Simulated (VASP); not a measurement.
Crystal: Mg.

```
Mg
1.0
     3.18918    0.00000    0.00000
    -1.59459    2.76191    0.00000
     0.00000    0.00000    5.11341
Mg
2
Direct
  0.33333 0.66667 0.25000
  0.66667 0.33333 0.75000
```

Base run:

* Program: VASP 6.6.1
* Functional: PBEsol
* Potentials or basis: VASP PAW PBE potentials, release 64 (Mg)
* Cutoff: 520 eV
* k mesh: 11 × 11 × 6
* Occupations: fermi-dirac, width 0.05 eV
* Spin: no spin polarisation

Its results: band gap on the k mesh zero (bands 2 and 3 overlap by 1.97 eV); pressure -0.1 GPa.

Q: The run is repeated on the same cell with these changes: functional from PBEsol to LDA; potentials or basis from VASP PAW PBE potentials, release 64 (Mg) to VASP PAW LDA potentials, release 64 (Mg). What comes out?

A: Band gap on the k mesh zero (bands 2 and 3 overlap by 2.02 eV); pressure -1.9 GPa.

Caveats: the PAW data sets were made with another functional, which shifts forces and pressure a little (at least some runs).
